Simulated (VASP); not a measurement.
Write the native input for VASP 6.6.1 that does the following.

```
Task                   : single point
Functional             : PBEsol
Potentials or basis    : VASP PAW PBE potentials, release 64 (Os)
Cutoff                 : 520 eV
k mesh                 : 18 × 18 × 12
Occupations            : gaussian, width 0.15 eV
Spin                   : no spin polarisation
Dipole correction      : no
Further INCAR settings : ALGO = Normal; EDIFF = 1e-06; NBANDS = 15
```

The structure of Os lies in POSCAR:

```
Os
1.0
    2.6657474761      0.0000000000      0.0000000000
   -1.3328737381      2.3086050344      0.0000000000
    0.0000000000      0.0000000000      4.2117075000
Os
2
Direct
    0.3333333333      0.6666666667      0.2500000000
    0.6666666667      0.3333333333      0.7500000000
```

This cell differs from its parent crystal: strain -0.025 along x and y, -0.025 along z.

The input as run:

INCAR

```
SYSTEM = Os
PREC = Accurate ; ENCUT = 520
EDIFF = 1E-6 ; ISMEAR = 0
SIGMA = 0.15 ; LREAL = .False.
LASPH = .True. ; NELM = 80
ALGO = Normal ; ISIF = 2
LWAVE = .False. ; LCHARG = .False.
GGA = PS ; NBANDS = 15
```

KPOINTS

```
Automatic mesh
0
Gamma
  18 18 12
  0 0 0
```

Potentials or basis: VASP PAW PBE potentials, release 64 (Os).

Launch:

```bash
$ cat potpaw_PBE.64/Os/POTCAR > POTCAR
$ mpirun -np 1 vasp_std > vasp.out
```

Results of the run:

The pressure is 37.2 GPa and the band gap on the k mesh is zero (bands 8 and 9 overlap by 4.46 eV).

Caveat: the cell differs from its parent crystal (strain -0.025 along x and y, -0.025 along z); the cell stands under pressure; the PAW data sets were made with another functional, which shifts forces and pressure a little; spin-orbit coupling is left out, which moves the levels of the heavy elements.

Run time: 35 s on 1 thread of AMD EPYC 9R45 96-Core Processor (Zen 5), with other jobs on the host, peak memory 0.18 GiB.
